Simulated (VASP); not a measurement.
**Si2N: single point with PBE**

The system is Si2N.

```
CELL_PARAMETERS angstrom
2.71881 0.00000 0.00000
-1.35940 2.35456 0.00000
0.00000 0.00000 10.78006
ATOMIC_POSITIONS crystal
Si 0.00000 0.00000 0.74315
Si 0.00000 0.00000 0.25685
Si 0.00000 0.00000 0.00000
Si 0.00000 0.00000 0.50000
N 0.33333 0.66667 0.90473
N 0.66667 0.33333 0.09527
```

This cell differs from its parent crystal: atoms taken out.

```yaml
Program: VASP 6.6.1
Task: single point
Functional: PBE
Potentials_or_basis: VASP PAW PBE potentials, release 64 (Si, N)
Cutoff: 520 eV
k_mesh: 18 × 18 × 4
Occupations: gaussian, width 0.1 eV
Spin: no spin polarisation
Dipole_correction: no
Further_INCAR_settings: ALGO = Normal; EDIFF = 1e-07; NBANDS = 22
```

```json
{
  "Pressure": "0.0 GPa",
  "Largest force": "0.005 eV/Å",
  "Band gap on the k mesh": "zero (bands 13 and 14 overlap by 5.44 eV)"
}
```

Forces in eV/Å, atoms in the order of the input:
```
Si   0.000  0.000 -0.002
Si   0.000  0.000  0.002
Si   0.000  0.000  0.000
Si   0.000  0.000  0.000
N    0.000  0.000  0.005
N    0.000  0.000 -0.005
```

Levels at points of the mesh, in eV from the Fermi level:
| k point | band 10 | band 11 | band 12 | band 13 | band 14 | band 15 | band 16 | band 17 |
| --- | --- | --- | --- | --- | --- | --- | --- | --- |
| (0.00, 0.00, 0.00) | -1.23 | -1.23 | -0.05 | 2.14 | 5.63 | 6.59 | 7.62 | 9.47 |
| (0.50, 0.00, 0.00) | -4.34 | -3.83 | -2.26 | -1.17 | -0.83 | 0.86 | 3.12 | 4.60 |
| (0.00, 0.00, 0.50) | -1.81 | -1.23 | -1.23 | 3.51 | 4.86 | 6.16 | 8.69 | 9.39 |
| (0.50, 0.00, 0.50) | -3.86 | -2.66 | -2.26 | -1.90 | -1.82 | 1.60 | 3.92 | 4.34 |

Run time: 5 min on 1 thread of Intel Xeon 8259CL, with other jobs on the host, peak memory 0.28 GiB.

Caveat: the cell differs from its parent crystal (atoms taken out).
